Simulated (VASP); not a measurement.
Input of a VASP 6.6.1 run:

Contents of INCAR:

```
SYSTEM = Nb2SiO3
ALGO = Normal
EDIFF = 1E-6
ENCUT = 520
GGA = PE
ISIF = 2
ISMEAR = 0
LASPH = .TRUE.
LCHARG = .TRUE.
LELF = .TRUE.
LREAL = .FALSE.
LVHAR = .TRUE.
LWAVE = .FALSE.
NBANDS = 60
NELM = 80
PREC = Accurate
SIGMA = 0.2
```

Contents of KPOINTS:

```
k-points
0
G
  4 4 4
  0 0 0
```

The input POSCAR:

```
Nb2SiO3
1.0
    0.6608701019      0.0000000000     -5.2724606431
    0.0000000000     -5.3345928229      0.0000000000
   -5.3582777650      0.0000000000     -0.0026038483
Nb Si O
4 2 6
Direct
    0.2884286950      0.9198878388      0.6650682075
    0.1934394027      0.2898580856      0.2618491254
    0.7884286950      0.0801121612      0.6650682075
    0.6934394027      0.7101419144      0.2618491254
    0.4516395103      0.4513476659      0.7185948942
    0.9516395103      0.5486523341      0.7185948942
    0.1267576380      0.0970065552      0.9359572169
    0.4643416501      0.4579607374      0.0594730903
    0.6267576380      0.9029934448      0.9359572169
    0.9643416501      0.5420392626      0.0594730903
    0.4753931038      0.0074760155      0.3590574657
    0.9753931038      0.9925239845      0.3590574657
```

Potentials or basis: VASP PAW PBE potentials, release 64 (Nb_sv, Si, O).

Launch:

```bash
$ cat potpaw_PBE.64/Nb_sv/POTCAR potpaw_PBE.64/Si/POTCAR potpaw_PBE.64/O/POTCAR > POTCAR
$ mpirun -np 1 vasp_std > vasp.out
```

Task: Estimate the band gap on the k mesh.

Result: Zero (bands 48 and 49 overlap by 0.33 eV).

Task: Predict the largest force.

Result: 0.070 eV/Å.

Task: Estimate the pressure.

Result: -0.3 GPa.

Stress tensor (GPa, compression positive):
```
-0.09  0.00 -0.05
 0.00 -0.42  0.00
-0.05  0.00 -0.28
```
